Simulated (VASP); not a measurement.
# TiO2 (P-1) in VASP: a series of runs

The runs below take TiO2 through single point, with r2SCAN.

Program: VASP 6.6.1. These are calculated values, not measurements. Logs are shortened: lines on timing, memory, paths and dates and some standing lists are left out, and cuts for length are marked.

### 1 The cell of the first run

The typed cell holds 12 atoms: a = 3.778 Å, b = 3.778 Å, c = 9.747 Å, α = 97.42°, β = 82.58°, γ = 90.00°.

### 2 Single point, r2SCAN (the part above a cut slid along it)

Contents of POSCAR:

```
TiO2
1.0
   -3.7779444200      0.0000000000      0.0000000000
    0.0000000000     -3.7779444200      0.0000000000
   -1.2591888752      1.2591888752      9.5827978520
Ti O
4 8
Direct
   -0.2916375000      0.2916375000      0.8750000000
    0.3750125000      0.6249875000      0.3750000000
    0.2916875000      0.2083125000      0.6250000000
   -0.0416625000      0.5416625000      0.1250000000
    0.3059178966      0.6940821034      0.5823045408
    0.9725678966      1.0274321034      0.0823045408
    0.2225928966      0.2774071034      0.8323045408
   -0.1107571034      0.6107571034      0.3323045408
    0.3607821034      0.1392178966      0.4176954592
   -0.3058678966      0.8058678966      0.9176954592
   -0.2225428966      0.2225428966      0.6676954592
    0.4441071034      0.5558928966      0.1676954592
```

Contents of INCAR.step1:

```
SYSTEM = TiO2
PREC = Accurate ; ENCUT = 520
ISMEAR = 0 ; SIGMA = 0.05
LREAL = .FALSE. ; LASPH = .TRUE.
NELM = 80 ; NBANDS = 60
GGA = PE ; ALGO = Normal
EDIFF = 1E-4 ; LWAVE = .TRUE.
LCHARG = .FALSE.
```

Contents of INCAR.step2:

```
SYSTEM = TiO2
PREC = Accurate ; ENCUT = 520
EDIFF = 1E-6 ; ISMEAR = 0
SIGMA = 0.05 ; LREAL = .FALSE.
LASPH = .TRUE. ; NELM = 80
ALGO = Normal ; ISIF = 2
LWAVE = .FALSE. ; LCHARG = .FALSE.
METAGGA = R2SCAN ; LMIXTAU = .TRUE.
NBANDS = 60 ; ISTART = 1
```

Contents of KPOINTS:

```
regular mesh
0
G
  6 6 3
  0 0 0
```

Potentials or basis: VASP PAW PBE potentials, release 64 (Ti_sv, O).

Started as:

```console
cat potpaw_PBE.64/Ti_sv/POTCAR potpaw_PBE.64/O/POTCAR > POTCAR
cp INCAR.step1 INCAR
mpirun -np 1 vasp_std > vasp.out
cp INCAR.step2 INCAR
mpirun -np 1 vasp_std > vasp.out
```

OUTCAR:

```text
SYSTEM = TiO2
   PREC = Accurate
   ENCUT = 520
   EDIFF = 1E-6
   ISMEAR = 0
   LREAL = .FALSE.
   LASPH = .TRUE.
   NELM = 80
   ISIF = 2
   METAGGA = R2SCAN
   ISTART = 1

 ion  position               nearest neighbor table
   1  0.708  0.292  0.875-   7 1.93  10 1.93   7 1.93  10 1.93  11 1.99   4 2.78
   2  0.375  0.625  0.375-   8 1.93   9 1.93   9 1.93   8 1.93   5 1.99  12 1.99
   3  0.292  0.208  0.625-   5 1.93  11 1.93   5 1.93  11 1.93   9 1.99   7 1.99
   4  0.958  0.542  0.125-   6 1.93  12 1.93   6 1.93  12 1.93   8 1.99   1 2.78
   5  0.306  0.694  0.582-   3 1.93   3 1.93   2 1.99
   6  0.973  0.027  0.082-   4 1.93   4 1.93
   7  0.223  0.277  0.832-   1 1.93   1 1.93   3 1.99
   8  0.889  0.611  0.332-   2 1.93   2 1.93   4 1.99
   9  0.361  0.139  0.418-   2 1.93   2 1.93   3 1.99
  10  0.694  0.806  0.918-   1 1.93   1 1.93
  11  0.777  0.223  0.668-   3 1.93   3 1.93   1 1.99
  12  0.444  0.556  0.168-   4 1.93   4 1.93   2 1.99

  LATTYP: Found a base centered monoclinic cell.
 ALAT       =     5.3428202367
 B/A-ratio  =     1.0000000000
 C/A-ratio  =     1.8242897522
 COS(beta)  =    -0.1827012401

  Lattice vectors:

 A1 = (   0.0000000000,  -3.7779444200,   0.0000000000)
 A2 = (   3.7779444200,   0.0000000000,   0.0000000000)
 A3 = (  -1.2591888752,   1.2591888752,   9.5827978520)

Analysis of symmetry for initial positions (statically):
=====================================================================
 Subroutine PRICEL returns:
 Original cell was already a primitive cell.

 Routine SETGRP: Setting up the symmetry group for a
 base centered monoclinic supercell.

 Subroutine GETGRP returns: Found  2 space group operations
 (whereof  1 operations were pure point group operations)
 out of a pool of  4 trial point group operations.

The static configuration has the point symmetry C_1 .
 The point group associated with its full space group is S_2 .

Analysis of symmetry for dynamics (positions and initial velocities):
=====================================================================
 Subroutine PRICEL returns:
 Original cell was already a primitive cell.

 Routine SETGRP: Setting up the symmetry group for a
 base centered monoclinic supercell.

 Subroutine GETGRP returns: Found  2 space group operations
 (whereof  1 operations were pure point group operations)
 out of a pool of  4 trial point group operations.

The dynamic configuration has the point symmetry C_1 .
 The point group associated with its full space group is S_2 .

 Subroutine INISYM returns: Found  2 space group operations
 (whereof  1 operations are pure point group operations),
 and found     1 'primitive' translations

----------------------------------------------------------------------------------------

                                     Primitive cell

  volume of cell :     136.7740

  direct lattice vectors                    reciprocal lattice vectors
    -3.777944420  0.000000000  0.000000000    -0.264694206  0.000000000 -0.034781074
     0.000000000 -3.777944420  0.000000000     0.000000000 -0.264694206  0.034781074
    -1.259188875  1.259188875  9.582797852     0.000000000  0.000000000  0.104353657

  length of vectors
     3.777944420  3.777944420  9.746852206     0.266969560  0.266969560  0.104353657

  position of ions in fractional coordinates (direct lattice)
     0.708362500  0.291637500  0.875000000
     0.375012500  0.624987500  0.375000000
     0.291687500  0.208312500  0.625000000
     0.958337500  0.541662500  0.125000000
     0.305917897  0.694082103  0.582304541
     0.972567897  0.027432103  0.082304541
     0.222592897  0.277407103  0.832304541
     0.889242897  0.610757103  0.332304541
     0.360782103  0.139217897  0.417695459
     0.694132103  0.805867897  0.917695459
     0.777457103  0.222542897  0.667695459
     0.444107103  0.555892897  0.167695459

  ion indices of the primitive-cell ions
   primitive index   ion index
                 1           1
                 2           2
                 3           3
                 4           4
                 5           5
                 6           6
                 7           7
                 8           8
                 9           9
                10          10
                11          11
                12          12

----------------------------------------------------------------------------------------

 KPOINTS: regular mesh

Automatic generation of k-mesh.
 Grid dimensions read from file:
 generate k-points for:    6    6    3

 Generating k-lattice:

  Cartesian coordinates                     Fractional coordinates (reciprocal lattice)
    -0.044115701  0.000000000 -0.005796846     0.166666667  0.000000000 -0.000000000
     0.000000000 -0.044115701  0.005796846     0.000000000  0.166666667  0.000000000
     0.000000000  0.000000000  0.034784552     0.000000000  0.000000000  0.333333333

  Length of vectors
     0.044494927  0.044494927  0.034784552

  Shift w.r.t. Gamma in fractional coordinates (k-lattice)
     0.000000000  0.000000000  0.000000000

 Subroutine IBZKPT returns following result:
 ===========================================

 Found     56 irreducible k-points:

 Following reciprocal coordinates:
            Coordinates               Weight
  0.000000  0.000000  0.000000      1.000000
  0.166667  0.000000  0.000000      2.000000
  0.000000  0.166667  0.000000      2.000000
  0.333333  0.000000  0.000000      2.000000
  0.000000  0.333333 -0.000000      2.000000
  0.500000  0.000000  0.000000      1.000000
[... 16 lines left out ...]
  0.000000  0.166667 -0.333333      2.000000
  0.333333  0.000000  0.333333      2.000000
 [... further k-points ...]
   k-points           NKPTS =     56   k-points in BZ     NKDIM =     56   number of bands    NBANDS=     60
   number of dos      NEDOS =    301   number of ions     NIONS =     12
   total plane-waves  NPLWV =  56448
   dimension x,y,z NGX =    28 NGY =   28 NGZ =   72
   dimension x,y,z NGXF=    56 NGYF=   56 NGZF=  144
   ions per type =               4   8
   NGX,Y,Z   is equivalent  to a cutoff of  12.32, 12.32, 12.28 a.u.
   NGXF,Y,Z  is equivalent  to a cutoff of  24.64, 24.64, 24.56 a.u.
 SYSTEM =  TiO2
   PREC   = accura    normal or accurate (medium, high low for compatibility)
   ISTART =      1    job   : 0-new  1-cont  2-samecut
   ICHARG =      0    charge: 1-file 2-atom 10-const
   ISPIN  =      1    spin polarized calculation?
   LNONCOLLINEAR =      F non collinear calculations
   LSORBIT =      F    spin-orbit coupling
   LASPH  =      T    aspherical Exc in radial PAW
   ENCUT  =  520.0 eV  38.22 Ry    6.18 a.u.   7.02  7.02 18.12*2*pi/ulx,y,z
   NELM   =     80;   NELMIN=  2; NELMDL=  0     # of ELM steps
   EDIFF  = 0.1E-05   stopping-criterion for ELM
   LREAL  =      F    real-space projection
   EDIFFG = 0.1E-04   stopping-criterion for IOM
   NSW    =      0    number of steps for IOM
   IBRION =     -1    ionic relax: 0-MD 1-quasi-New 2-CG
   NFREE  =      0    steps in history (QN), initial steepest desc. (CG)
   ISIF   =      2    stress and relaxation
   ISYM   =      2    0-nonsym 1-usesym 2-fastsym
   POTIM  = 0.5000    time-step for ionic-motion
   TEBEG  =    0.0;   TEEND  =   0.0 temperature during run
   PSTRESS=    0.0 pullay stress
   NELECT =      96.0000    total number of electrons
   NUPDOWN=      -1.0000    fix difference up-down
   EMIN   =  10.00;   EMAX   =-10.00  energy-range for DOS
   EFERMI =   0.00;   METHOD = LEGACY
   ISMEAR =     0;   SIGMA  =   0.05  broadening in eV -4-tet -1-fermi 0-gaus
   EFERMI_NEDOS =   21; number of points for ismear=-14 and -15
   IALGO  =     38    algorithm
   IMIX   =      4    mixing-type and parameters
     AMIX     =   0.40;   BMIX     =  1.00
     AMIX_MAG =   1.60;   BMIX_MAG =  1.00
  volume/ion in A,a.u.               =      11.40        76.92
  Fermi-wavevector in a.u.,A,eV,Ry     =   1.454892  2.749347 28.799598  2.116711
  Thomas-Fermi vector in A             =   2.571990
   LORBIT       =      0    0 simple, 1 ext, 2 COOP (PROOUT), +10 PAW based schemes
   METAGGA = R2SCAN    functional components
   LHFCALC =     F    Hartree Fock is set to
   AEXX    =    0.0000 exact exchange contribution
   IVDW    =     0    specifies the selected vdW correction
   LEPSILON=     F    determine dielectric tensor
   LRPA    =     F    only Hartree local field effects (RPA)
 non-spin polarized calculation
 Gauss-broadening in eV      SIGMA  =   0.05
  energy-cutoff  :      520.00
  volume of cell :      136.77
 maximum number of plane-waves:      3701
   NGX = 15   NGY = 15   NGZ = 37

 number of electron      95.9999979 magnetization

 Free energy of the ion-electron system (eV)
  ---------------------------------------------------
  ext. energy  EPLUGINS =         0.00000000
  ---------------------------------------------------
  free energy    TOTEN  =      -136.15752685 eV

  energy without entropy =     -136.15752685  energy(sigma->0) =     -136.15752685

 E-fermi :   4.7439     XC(G=0): -11.4998

 val. band max:        4.4007839517   @ k =   0.5000   0.1667  -0.3333
 cond. band min:       5.5738450490   @ k =   0.0000   0.0000   0.3333
 fundamental gap:      1.1730610973
 Fermi energy:         4.7439228311

 k-point     1 :       0.0000    0.0000    0.0000
  band No.  band energies     occupation
      1     -55.6598      2.00000
      2     -55.6303      2.00000
      3     -55.4319      2.00000
      4     -55.3973      2.00000
      5     -31.0463      2.00000
      6     -30.8557      2.00000
[... 52 lines left out ...]
     59       7.5378      0.00000
     60       7.6094      0.00000

 k-point     2 :       0.1667    0.0000    0.0000
  band No.  band energies     occupation
      1     -55.6589      2.00000
      2     -55.6294      2.00000
      3     -55.4312      2.00000
      4     -55.3972      2.00000
      5     -31.0445      2.00000
      6     -30.8984      2.00000
[... 1383 lines left out ...]
      4     -55.3972      2.00000
      5     -31.0280      2.00000
      6     -30.9827      2.00000
[... 52 lines left out ...]
     59       7.8448      0.00000
     60       7.9099      0.00000

 [... further k-points ...]

------------------------ aborting loop because EDIFF is reached ----------------------------------------

  FORCE on cell =-STRESS in cart. coord.  units (eV):
  Direction    XX          YY          ZZ          XY          YZ          ZX
  --------------------------------------------------------------------------------------
  -------------------------------------------------------------------------------------
  Total        5.9343263    -12.8200637      3.3261520      3.7987728     -4.0636031     -3.0161296
  in kB       69.5150030   -150.1748851     38.9627157     44.4990200    -47.6012552    -35.3310968
  external PRESSURE =     -13.8990555 kB  Pullay stress =       0.0000000 kB

 VOLUME and BASIS-vectors are now :
 -----------------------------------------------------------------------------
  energy-cutoff  :      520.00
  volume of cell :      136.77
      direct lattice vectors                 reciprocal lattice vectors
    -3.777944420  0.000000000  0.000000000    -0.264694206  0.000000000 -0.034781074
     0.000000000 -3.777944420  0.000000000     0.000000000 -0.264694206  0.034781074
    -1.259188875  1.259188875  9.582797852     0.000000000  0.000000000  0.104353657

 POSITION                                       TOTAL-FORCE (eV/Angst)
 -----------------------------------------------------------------------------------
     -3.77794      0.00000      8.38495         0.472559      0.449575     -1.695465
     -1.88897     -1.88897      3.59355        -0.014516      0.006734     -0.079769
     -1.88897      0.00000      5.98925         0.014516     -0.006734      0.079769
     -3.77794     -1.88897      1.19785        -0.472559     -0.449575      1.695465
     -1.88897     -1.88897      5.58011         0.004979     -0.005169     -0.095683
     -3.77794      0.00000      0.78871        -1.200637     -2.524030      1.731236
     -1.88897      0.00000      7.97581         0.010737     -0.235516      0.234534
     -3.77794     -1.88897      3.18441         0.022579      0.017790     -0.397864
     -1.88897     -0.00000      4.00269        -0.004979      0.005169      0.095683
     -3.77794     -1.88897      8.79409         1.200637      2.524030     -1.731236
     -3.77794     -0.00000      6.39839        -0.022579     -0.017790      0.397864
     -1.88897     -1.88897      1.60699        -0.010737      0.235516     -0.234534
 -----------------------------------------------------------------------------------
    total drift:                               -0.000062      0.000075     -0.000020

  FREE ENERGIE OF THE ION-ELECTRON SYSTEM (eV)
  ---------------------------------------------------
  free  energy   TOTEN  =      -136.1575268490 eV

  energy  without entropy=     -136.1575268490  energy(sigma->0) =     -136.15752685
```

Run time: 51 min. Hardware: 1 thread of Oxide Virtual Turin-like, shared host; peak memory 0.42 GiB.

Results:

```yaml
Free_energy: -136.1575 eV
Pressure: -1.4 GPa
Largest_force: 3.288 eV/Å
Band_gap_on_the_k_mesh: 1.17 eV (least direct gap 1.20 eV)
```

Forces in eV/Å, atoms in the order of the input:
```
Ti   0.473  0.450 -1.695
Ti  -0.015  0.007 -0.080
Ti   0.015 -0.007  0.080
Ti  -0.473 -0.450  1.695
O    0.005 -0.005 -0.096
O   -1.201 -2.524  1.731
O    0.011 -0.236  0.235
O    0.023  0.018 -0.398
O   -0.005  0.005  0.096
O    1.201  2.524 -1.731
O   -0.023 -0.018  0.398
O   -0.011  0.236 -0.235
```

Stress tensor (GPa, compression positive):
```
  6.95   4.45  -3.53
  4.45 -15.02  -4.76
 -3.53  -4.76   3.90
```

Caveat: the cell differs from its parent crystal (the part above a cut slid along it); the stress differs along the axes, from -15 to 7 GPa; the PAW data sets were made with another functional, which shifts forces and pressure a little.

### 3 Single point, r2SCAN (the part above a cut slid along it)

Contents of POSCAR:

```
TiO2
1.0
   -3.7779444200      0.0000000000      0.0000000000
    0.0000000000     -3.7779444200      0.0000000000
   -0.9444861050      0.9444861050      9.5827978520
Ti O
4 8
Direct
   -0.2187500000      0.2187500000      0.8750000000
    0.4062500000      0.5937500000      0.3750000000
    0.3437500000      0.1562500000      0.6250000000
   -0.0312500000      0.5312500000      0.1250000000
    0.3544238648      0.6455761352      0.5823045408
    0.9794238648      1.0205761352      0.0823045408
    0.2919238648      0.2080761352      0.8323045408
   -0.0830761352      0.5830761352      0.3323045408
    0.3955761352      0.1044238648      0.4176954592
   -0.2294238648      0.7294238648      0.9176954592
   -0.1669238648      0.1669238648      0.6676954592
    0.4580761352      0.5419238648      0.1676954592
```

Contents of INCAR.step1:

```
SYSTEM = TiO2
PREC     = Accurate       ! precision mode
ENCUT    = 520            ! plane-wave cutoff, eV
ISMEAR   = 0              ! smearing method
SIGMA    = 0.05           ! smearing width, eV
LREAL    = .FALSE.        ! projectors in reciprocal space
LASPH    = .TRUE.         ! aspherical terms in the spheres
NELM     = 100            ! most SCF steps
NBANDS   = 60             ! bands
GGA      = PE             ! functional
ALGO     = Normal         ! electronic algorithm
EDIFF    = 1E-4           ! SCF threshold, eV
LWAVE    = .TRUE.         ! write WAVECAR
LCHARG   = .FALSE.        ! write CHGCAR
```

Contents of INCAR.step2:

```
SYSTEM = TiO2
PREC     = Accurate       ! precision mode
ENCUT    = 520            ! plane-wave cutoff, eV
EDIFF    = 1E-7           ! SCF threshold, eV
ISMEAR   = 0              ! smearing method
SIGMA    = 0.05           ! smearing width, eV
LREAL    = .FALSE.        ! projectors in reciprocal space
LASPH    = .TRUE.         ! aspherical terms in the spheres
NELM     = 100            ! most SCF steps
ALGO     = Normal         ! electronic algorithm
ISIF     = 2              ! what is computed and relaxed
LWAVE    = .FALSE.        ! write WAVECAR
LCHARG   = .FALSE.        ! write CHGCAR
METAGGA  = R2SCAN         ! meta-GGA
LMIXTAU  = .TRUE.       
NBANDS   = 60             ! bands
ISTART   = 1
```

Contents of KPOINTS:

```
Automatic mesh
0
G
  6 6 3
  0 0 0
```

Potentials or basis: VASP PAW PBE potentials, release 64 (Ti_sv, O).

Started as:

```console
cat potpaw_PBE.64/Ti_sv/POTCAR potpaw_PBE.64/O/POTCAR > POTCAR
cp INCAR.step1 INCAR
mpirun -np 1 vasp_std > vasp.out
cp INCAR.step2 INCAR
mpirun -np 1 vasp_std > vasp.out
```

Run time: 27 min. Hardware: 1 thread of Oxide Virtual Turin-like, shared host; peak memory 0.42 GiB.

Results (log left out):

* Free energy: -136.7745 eV
* Pressure: -0.7 GPa
* Largest force: 4.152 eV/Å
* Band gap on the k mesh: 1.43 eV

Forces in eV/Å, atoms in the order of the input:
```
Ti   0.261  0.512 -1.274
Ti  -0.008  0.010 -0.121
Ti   0.008 -0.010  0.121
Ti  -0.261 -0.512  1.274
O    0.007 -0.003 -0.042
O   -1.018 -3.628  1.745
O   -0.165 -0.158 -0.097
O    0.047 -0.006 -0.356
O   -0.007  0.003  0.042
O    1.018  3.628 -1.745
O   -0.047  0.006  0.356
O    0.165  0.158  0.097
```

Stress tensor (GPa, compression positive):
```
  4.26   5.20  -1.63
  5.20 -10.64  -7.47
 -1.63  -7.47   4.34
```

Levels at points of the mesh, in eV from the valence-band top:
| k point | band 44 | band 45 | band 46 | band 47 | band 48 | band 49 | band 50 | band 51 | band 52 | band 53 |
| --- | --- | --- | --- | --- | --- | --- | --- | --- | --- | --- |
| (0.00, 0.00, 0.00) | -1.62 | -1.52 | -1.43 | -1.10 | 0.00 | 1.45 | 1.63 | 1.96 | 2.00 | 2.79 |
| (0.50, 0.00, 0.00) | -2.14 | -2.09 | -2.08 | -1.21 | -0.03 | 2.32 | 2.49 | 2.58 | 2.69 | 2.78 |
| (0.00, 0.50, 0.00) | -2.12 | -2.10 | -2.10 | -1.82 | -0.82 | 2.40 | 2.54 | 2.63 | 2.69 | 2.76 |
| (0.50, 0.50, 0.00) | -1.93 | -1.32 | -1.11 | -0.64 | -0.53 | 2.30 | 2.39 | 2.67 | 2.71 | 2.83 |

Caveat: the cell differs from its parent crystal (the part above a cut slid along it); the stress differs along the axes, from -11 to 4 GPa; the PAW data sets were made with another functional, which shifts forces and pressure a little. A k mesh can miss the band edges.
